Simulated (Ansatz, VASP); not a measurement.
One calculation of WSe, two programs

```xyz
4
Lattice="3.2703 0.0000 0.0000 -1.6351 2.8321 0.0000 0.0000 0.0000 31.6612" Properties=species:S:1:pos:R:3 pbc="T T T"
W     0.0000    0.0000    7.5212
W     0.0000    0.0000   24.1400
Se    0.0000    1.8881    9.1499
Se    0.0000    1.8881   22.5113
```

Alike in both runs: functional PBEsol; k mesh 9 × 9 × 1; occupations gaussian, width 0.05 eV; no spin polarisation.

Ansatz relaxed the structure, and its values are those at the end. VASP's run is a single point on that final structure, the one shown.

|  | VASP | Ansatz |
| --- | --- | --- |
| version | VASP 6.6.1 | Ansatz 0.2.0 |
| potentials or method | VASP PAW PBE potentials, release 64 (W_sv, Se), cutoff 520 eV | scalar-relativistic, plane waves, PAW |
| valence electrons in the cell | 40 | 60 |

|  | VASP | Ansatz | Ansatz less VASP |
| --- | --- | --- | --- |
| gap on the k mesh at the Fermi level (eV) | 0.34 | 0.34 | -0.003 |
| least direct gap on the mesh (eV) | 0.79 | 0.80 | +0.002 |
| rms of the force components (eV/Å) | 0.029 | 0.000 | -0.0290 |

VASP's potentials were made for PBE, not for PBEsol. VASP's potentials hold 40 valence electrons a cell and Ansatz's 60, so a difference there can come from the potentials and not from the codes. Ansatz's warnings: xc potential rough in thin density.

Spin-orbit coupling is off throughout.
